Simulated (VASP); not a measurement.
## HfN: single point with r2SCAN

Crystal: HfN.

```xyz
4
Lattice="3.1129 0.0000 0.0000 -1.5564 2.6958 0.0000 0.0000 0.0000 5.3804" Properties=species:S:1:pos:R:3 pbc="T T T"
Hf    0.0000    1.7972    1.3451
Hf    1.5564    0.8986    4.0353
N     0.0000    0.0000    2.6902
N     0.0000    0.0000    0.0000
```

```yaml
Program: VASP 6.6.1
Task: single point
Functional: r2SCAN
Potentials_or_basis: VASP PAW PBE potentials, release 64 (Hf_pv, N)
Cutoff: 520 eV
k_mesh: 10 × 10 × 5
Occupations: fermi-dirac, width 0.05 eV
Spin: no spin polarisation
```

The pressure is 5.6 GPa and the band gap on the k mesh is zero (bands 15 and 16 overlap by 1.79 eV).

Stress tensor (GPa, compression positive):
```
5.68 0.00 0.00
0.00 5.68 0.00
0.00 0.00 5.53
```

Levels at points of the mesh, in eV from the Fermi level:
```
           k point  band 12  band 13  band 14  band 15  band 16  band 17  band 18  band 19
(0.00, 0.00, 0.00)    -4.04    -4.04    -2.08    -0.55     0.81     0.81     1.26     2.02
(0.50, 0.00, 0.00)    -5.98    -3.68    -3.01    -2.80     2.48     2.95     4.71     4.86
```

Run time: 58 s on 1 thread of Intel(R) Xeon(R) 6975P-C (Granite Rapids) (shared host), peak memory 0.19 GiB.

Caveat: the cell stands under pressure; the PAW data sets were made with another functional, which shifts forces and pressure a little; spin-orbit coupling is left out, which moves the levels of the heavy elements.
